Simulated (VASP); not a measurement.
A run of VASP 6.6.1 is set up as follows.

The input POSCAR:

```
Rh
1.0
    0.0000000000      1.9015500000      1.9015500000
    1.9015500000      0.0000000000      1.9015500000
    1.9015500000      1.9015500000      0.0000000000
Rh
1
Direct
    0.0000000000      0.0000000000      0.0000000000
```

Contents of INCAR.step1:

```
SYSTEM = Rh
PREC = Accurate
ENCUT = 680
ISMEAR = 0
SIGMA = 0.1
LREAL = .False.
LASPH = .True.
NELM = 120
NBANDS = 14
GGA = PE
ALGO = Normal
EDIFF = 1E-5
LWAVE = .True.
LCHARG = .False.
GGA_COMPAT = .False.
```

File INCAR.step2:

```
SYSTEM = Rh
PREC = Accurate
ENCUT = 680
EDIFF = 1E-6
ISMEAR = 0
SIGMA = 0.1
LREAL = .False.
LASPH = .True.
NELM = 120
ALGO = Normal
ISIF = 2
LWAVE = .False.
LCHARG = .False.
METAGGA = R2SCAN
LMIXTAU = .True.
NBANDS = 14
ISTART = 1
GGA_COMPAT = .False.
```

KPOINTS

```
regular mesh
0
Gamma
  8 8 8
  0 0 0
```

Potentials or basis: VASP PAW PBE potentials, release 64 (Rh_sv_GW).

Launch:

```bash
$ cat potpaw_PBE.64/Rh_sv_GW/POTCAR > POTCAR
$ cp INCAR.step1 INCAR
$ mpirun -np 1 vasp_std > vasp.out
$ cp INCAR.step2 INCAR
$ mpirun -np 1 vasp_std > vasp.out
```

Estimate the band gap on the k mesh.

zero (an odd number of electrons rules out a gap without spin polarisation).

What does it give for the pressure?

0.1 GPa.

Caveat: the PAW data sets were made with another functional, which shifts forces and pressure a little.
